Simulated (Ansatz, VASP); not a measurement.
**Two plane-wave programs on C**

POSCAR

```
C
1.0
    0.0000000000      1.7714007132      1.7714007132
    1.7714007132      0.0000000000      1.7714007132
    1.7714007132      1.7714007132      0.0000000000
C
2
Direct
    0.7500000000      0.7500000000      0.7500000000
    0.5000000000      0.5000000000      0.5000000000
```

INCAR.step1

```
SYSTEM = C
PREC     = Accurate       ! precision mode
ENCUT    = 520            ! plane-wave cutoff, eV
EDIFF    = 1E-5           ! SCF threshold, eV
ISMEAR   = -1             ! smearing method
SIGMA    = 0.05           ! smearing width, eV
LREAL    = .False.        ! projectors in reciprocal space
LASPH    = .True.         ! aspherical terms in the spheres
NELM     = 100            ! most SCF steps
ALGO     = Normal         ! electronic algorithm
ISIF     = 2              ! what is computed and relaxed
LWAVE    = .True.         ! write WAVECAR
LCHARG   = .False.        ! write CHGCAR
NBANDS   = 11             ! bands
GGA      = PE             ! functional
```

INCAR.step2

```
SYSTEM = C
PREC     = Accurate       ! precision mode
ENCUT    = 520            ! plane-wave cutoff, eV
EDIFF    = 1E-6           ! SCF threshold, eV
ISMEAR   = -1             ! smearing method
SIGMA    = 0.05           ! smearing width, eV
LREAL    = .False.        ! projectors in reciprocal space
LASPH    = .True.         ! aspherical terms in the spheres
NELM     = 100            ! most SCF steps
ALGO     = Normal         ! electronic algorithm
ISIF     = 2              ! what is computed and relaxed
LWAVE    = .False.        ! write WAVECAR
LCHARG   = .False.        ! write CHGCAR
GGA      = B3             ! functional
LHFCALC  = .True.         ! exact exchange
AEXX     = 0.2            ! exact-exchange fraction
AGGAX    = 0.72         
AGGAC    = 0.81         
ALDAC    = 0.19         
PRECFOCK = Normal       
NBANDS   = 11             ! bands
ISTART   = 1
```

File KPOINTS:

```
Automatic mesh
0
Gamma
  7 7 7
  0 0 0
```

The input input.yaml:

```yaml
crystal:
  lattice:
    - [0.0, 1.7714007132, 1.7714007132]
    - [1.7714007132, 0.0, 1.7714007132]
    - [1.7714007132, 1.7714007132, 0.0]
  atoms:
    - { symbol: C, position: [0.75, 0.75, 0.75] }
    - { symbol: C, position: [0.5, 0.5, 0.5] }
hamiltonian:
  xc: b3lyp
  pseudopotentials: { kind: paw }
kpoints:
  mp_grid: { grid: [7, 7, 7] }
scf:
  occupations: { method: fermi_dirac, width: 0.05 }
output:
  forces: true
  stress: true
  eigenvalues: true
  write_density: true
  write_potential: true
  elf: true
  volumetric_format: npy
```

Alike in both runs: task single point; functional B3LYP; k mesh 7 × 7 × 7; occupations fermi-dirac, width 0.05 eV; no spin polarisation.

```csv
,VASP,Ansatz
version,VASP 6.6.1,Ansatz 0.2.0
potentials or method,"VASP PAW PBE potentials, release 64 (C)",Ansatz PAW
plane-wave cutoff (eV),520,420
valence electrons in the cell,8,8
```

```tsv
	VASP	Ansatz	Ansatz less VASP
gap on the k mesh at the Fermi level (eV)	6.21	6.18	-0.025
least direct gap on the mesh (eV)	7.53	7.50	-0.032
pressure (GPa)	10.7	9.7	-1.02
```

VASP's potentials were made for PBE, not for B3LYP.

The k mesh is coarse, so the values compare programs but aren't converged. Noted on Ansatz's run: odd divisions of the mesh miss points on the zone boundary, where band edges often lie, so the gap on the mesh can be too wide.
